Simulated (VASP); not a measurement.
Wanted: the native input for a VASP 6.6.1 run.

- Task: single point
- Functional: r2SCAN
- Potentials or basis: VASP PAW PBE potentials, release 64 (Ru_pv)
- Cutoff: 520 eV
- k mesh: 9 × 9 × 5
- Occupations: fermi-dirac, width 0.1 eV
- Spin: no spin polarisation
- Dipole correction: no
- Further INCAR settings: ALGO = Normal; EDIFF = 1e-06; NBANDS = 21

Ru:

```
Ru
1.0
     2.70021    0.00000    0.00000
    -1.35010    2.33845    0.00000
     0.00000    0.00000    4.27305
Ru
2
Cartesian
  0.0000 1.5590 1.0683
  1.3501 0.7795 3.2048
```

One way to write it, as run:

POSCAR

```
Ru
1.0
    2.7002080995      0.0000000000      0.0000000000
   -1.3501040497      2.3384488097      0.0000000000
    0.0000000000      0.0000000000      4.2730508741
Ru
2
Direct
    0.3333333333      0.6666666667      0.2500000000
    0.6666666667      0.3333333333      0.7500000000
```

INCAR.step1

```
ALGO = Normal
EDIFF = 1E-4
ENCUT = 520
GGA = PE
ISMEAR = -1
LASPH = True
LCHARG = False
LREAL = False
LWAVE = True
NBANDS = 21
NELM = 60
PREC = Accurate
SIGMA = 0.1
```

INCAR.step2

```
ALGO = Normal
EDIFF = 1E-6
ENCUT = 520
ISIF = 2
ISMEAR = -1
ISTART = 1
LASPH = True
LCHARG = True
LELF = True
LMIXTAU = True
LREAL = False
LVHAR = True
LWAVE = False
METAGGA = R2SCAN
NBANDS = 21
NELM = 60
PREC = Accurate
SIGMA = 0.1
```

KPOINTS

```
k-points
0
Gamma
  9 9 5
```

Potentials or basis: VASP PAW PBE potentials, release 64 (Ru_pv).

The run is started by

```bash
$ cat potpaw_PBE.64/Ru_pv/POTCAR > POTCAR
$ cp INCAR.step1 INCAR
$ mpirun -np 1 vasp_std > vasp.out
$ cp INCAR.step2 INCAR
$ mpirun -np 1 vasp_std > vasp.out
```

It gave:

```json
{"Pressure": "1.5 GPa", "Band gap on the k mesh": "zero (bands 14 and 15 overlap by 3.20 eV)"}
```

Caveat: the PAW data sets were made with another functional, which shifts forces and pressure a little.

Wall time 61 s on 1 thread of Intel(R) Xeon(R) Platinum 8488C (Sapphire Rapids) (shared host), peak memory 0.15 GiB.
